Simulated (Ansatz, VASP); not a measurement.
**Two plane-wave programs on Te2Mo**

The input INCAR:

```
ALGO = Normal
EDIFF = 1E-6
ENCUT = 520
GGA = CA
ISIF = 2
ISMEAR = -1
LASPH = True
LCHARG = True
LELF = True
LREAL = False
LVHAR = True
LWAVE = False
NBANDS = 35
NELM = 60
PREC = Accurate
SIGMA = 0.05
```

The input KPOINTS:

```
k-points
0
Gamma
  9 9 2
```

Contents of POSCAR:

```
Te2Mo
1.0
    3.5872018318      0.0000000000      0.0000000000
   -1.7936009159      3.1066079149      0.0000000000
    0.0000000000      0.0000000000     14.2476617354
Te Mo
4 2
Direct
    0.6666666667      0.3333333333      0.3790000000
    0.3333333333      0.6666666667      0.8790000000
    0.6666666667      0.3333333333      0.1210000000
    0.3333333333      0.6666666667      0.6210000000
    0.6666666667      0.3333333333      0.7500000000
    0.3333333333      0.6666666667      0.2500000000
```

Contents of input.yaml:

```yaml
crystal:
  lattice:
    - [3.5872018318, 0.0, 0.0]
    - [-1.7936009159, 3.1066079149, 0.0]
    - [0.0, 0.0, 14.2476617354]
  atoms:
    - { symbol: Te, position: [0.6666666667, 0.3333333333, 0.379] }
    - { symbol: Te, position: [0.3333333333, 0.6666666667, 0.879] }
    - { symbol: Te, position: [0.6666666667, 0.3333333333, 0.121] }
    - { symbol: Te, position: [0.3333333333, 0.6666666667, 0.621] }
    - { symbol: Mo, position: [0.6666666667, 0.3333333333, 0.75] }
    - { symbol: Mo, position: [0.3333333333, 0.6666666667, 0.25] }
hamiltonian:
  xc: lda
  pseudopotentials: { kind: paw, xc_functional: lda, accuracy: standard }
kpoints:
  mp_grid: { grid: [9, 9, 2] }
scf:
  occupations: { method: fermi_dirac, width: 0.05 }
output:
  forces: true
  stress: true
  eigenvalues: true
```

Alike in both runs: task single point; functional LDA; k mesh 9 × 9 × 2; occupations fermi-dirac, width 0.05 eV; no spin polarisation.

```csv
,VASP,Ansatz
version,VASP 6.6.1,Ansatz 0.2.0
potentials or method,"VASP PAW LDA potentials, release 64 (Te, Mo_sv)",JTH PAW LDA
plane-wave cutoff (eV),520,1800
valence electrons in the cell,52,52
```

```tsv
	VASP	Ansatz	Ansatz less VASP
gap on the k mesh at the Fermi level (eV)	0.77	0.74	-0.027
least direct gap on the mesh (eV)	0.95	0.95	-0.001
pressure (GPa)	-7.7	-7.2	+0.49
traceless stress, the component that is largest in VASP (GPa)	-0.71	-0.77	-0.059
rms of the force components (eV/Å)	0.452	0.427	-0.0244
```

LDA's correlation is that of Perdew and Zunger in VASP and of Perdew and Wang (1992) in Ansatz. Atom by atom the forces differ by 0.024 eV/Å (rms over components).

Neither program's run includes spin-orbit coupling. Noted on Ansatz's run: odd divisions of the mesh miss points on the zone boundary, where band edges often lie, so the gap on the mesh can be too wide.
